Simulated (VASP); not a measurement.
Set up this calculation in VASP 6.6.1, as the native input.

| Property | Result |
| --- | --- |
| Task | single point |
| Functional | PBE |
| Potentials or basis | VASP PAW PBE potentials, release 64 (Rh_pv) |
| Cutoff | 520 eV |
| k mesh | 17 × 17 × 17 |
| Occupations | fermi-dirac, width 0.0612256 eV |
| Spin | no spin polarisation |
| Dipole correction | no |
| Further INCAR settings | ALGO = Normal; EDIFF = 1e-07; NBANDS = 14 |

The structure of Rh lies in POSCAR:

```
Rh
1.0
   -1.5354069168      1.5354069168      1.5354069168
    1.5354069168     -1.5354069168      1.5354069168
    1.5354069168      1.5354069168     -1.5354069168
Rh
1
Direct
    0.0000000000      0.0000000000      0.0000000000
```

These files were run (other wordings do the same):

INCAR

```
  PREC = Accurate
  ENCUT = 520
  EDIFF = 1E-7
  ISMEAR = -1
  SIGMA = 0.06122561905347299
  LREAL = F
  LASPH = T
  NELM = 80
  ALGO = Normal
  ISIF = 2
  LWAVE = F
  LCHARG = F
  GGA = PE
  NBANDS = 14
```

KPOINTS

```
regular mesh
0
Gamma
  17 17 17
```

Potentials or basis: VASP PAW PBE potentials, release 64 (Rh_pv).

The run is started by

```bash
$ cat potpaw_PBE.64/Rh_pv/POTCAR > POTCAR
$ mpirun -np 1 vasp_std > vasp.out
```

It gave:

```json
{
  "Pressure": "-0.1 GPa"
}
```

Wall time 13 s on 1 thread of Intel Xeon 6975P-C, on a shared host, peak memory 0.15 GiB.
